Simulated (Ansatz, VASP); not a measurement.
Given: the input of a run of Ansatz 0.2.0 on Hf2Pd2Se2Br2O3.

File input.yaml:

```yaml
crystal:
  lattice:
    - [5.75899, 0.0, 0.0]
    - [-2.87949, 4.98743, 0.0]
    - [0.0, 0.0, 8.52547]
  atoms:
    - { symbol: Hf, position: [0.33333, 0.66667, 0.54201] }
    - { symbol: Hf, position: [0.66667, 0.33333, 0.54201] }
    - { symbol: Pd, position: [0.33333, 0.66667, 0.1288] }
    - { symbol: Pd, position: [0.66667, 0.33333, 0.1288] }
    - { symbol: Se, position: [0.33333, 0.66667, 0.85572] }
    - { symbol: Se, position: [0.66667, 0.33333, 0.85572] }
    - { symbol: Br, position: [0.0, 0.0, 0.13895] }
    - { symbol: Br, position: [0.0, 0.0, 0.65384] }
    - { symbol: O, position: [0.5, 0.0, 0.42963] }
    - { symbol: O, position: [0.0, 0.5, 0.42963] }
    - { symbol: O, position: [0.5, 0.5, 0.42963] }
hamiltonian:
  xc: pbe
  pseudopotentials: { kind: paw, frozen_core: stored }
kpoints:
  mp_grid: { grid: [6, 6, 3] }
scf:
  occupations: { method: fermi_dirac, width: 0.05 }
output:
  forces: true
  stress: true
  eigenvalues: true
  efg: {}
```

Potentials or basis: Ansatz PAW.

Launch:

```console
$ ansatz run input.yaml --threads 8 --pin off --max-ram 20480MiB --backend cpu --events-out ev --progress --plain --runs-dir out
```

Problem. Set up the same calculation for VASP 6.6.1. Potentials there: VASP PAW PBE potentials, release 64 (Hf_pv, Pd, Se, Br, O).

Solution. As run (the cutoff follows the program's own potentials):

The input INCAR:

```
SYSTEM = Hf2Pd2Se2Br2O3
ALGO = Normal ; EDIFF = 1E-8
ENCUT = 520 ; GGA = PE
ISIF = 2 ; ISMEAR = -1
LASPH = .TRUE. ; LCHARG = .FALSE.
LEFG = .TRUE. ; LREAL = .FALSE.
LWAVE = .FALSE. ; NBANDS = 53
NELM = 100 ; PREC = Accurate
SIGMA = 0.05
```

The input KPOINTS:

```
k-points
0
G
  6 6 3
  0 0 0
```

POSCAR

```
Hf2Pd2Se2Br2O3
1.0
    5.7589900000      0.0000000000      0.0000000000
   -2.8794900000      4.9874300000      0.0000000000
    0.0000000000      0.0000000000      8.5254700000
Hf Pd Se Br O
2 2 2 2 3
Direct
    0.3333300000      0.6666700000      0.5420100000
    0.6666700000      0.3333300000      0.5420100000
    0.3333300000      0.6666700000      0.1288000000
    0.6666700000      0.3333300000      0.1288000000
    0.3333300000      0.6666700000      0.8557200000
    0.6666700000      0.3333300000      0.8557200000
    0.0000000000      0.0000000000      0.1389500000
    0.0000000000      0.0000000000      0.6538400000
    0.5000000000      0.0000000000      0.4296300000
    0.0000000000      0.5000000000      0.4296300000
    0.5000000000      0.5000000000      0.4296300000
```

Potentials or basis: VASP PAW PBE potentials, release 64 (Hf_pv, Pd, Se, Br, O).

The run is started by

```bash
$ cat potpaw_PBE.64/Hf_pv/POTCAR potpaw_PBE.64/Pd/POTCAR potpaw_PBE.64/Se/POTCAR potpaw_PBE.64/Br/POTCAR potpaw_PBE.64/O/POTCAR > POTCAR
$ mpirun -np 1 vasp_std > vasp.out
```

Both were run:

|  | VASP | Ansatz | Ansatz less VASP |
| --- | --- | --- | --- |
| gap on the k mesh at the Fermi level (eV) | none | none | - |
| pressure (GPa) | -0.5 | -0.1 | +0.40 |
| traceless stress, the component that is largest in VASP (GPa) | -0.09 | -0.14 | -0.043 |
| rms of the force components (eV/Å) | 0.071 | 0.027 | -0.0439 |
| size of Vzz on the site where it differs most (V/Å²) | 45.7 | 100.5 | +54.84 |

Atom by atom the forces differ by 0.059 eV/Å (rms over components). A gap of «none» marks a metal or a gap that the smearing closes. VASP's potentials hold 84 valence electrons a cell and Ansatz's 152, so a difference there can come from the potentials and not from the codes.

Spin-orbit coupling is off throughout.
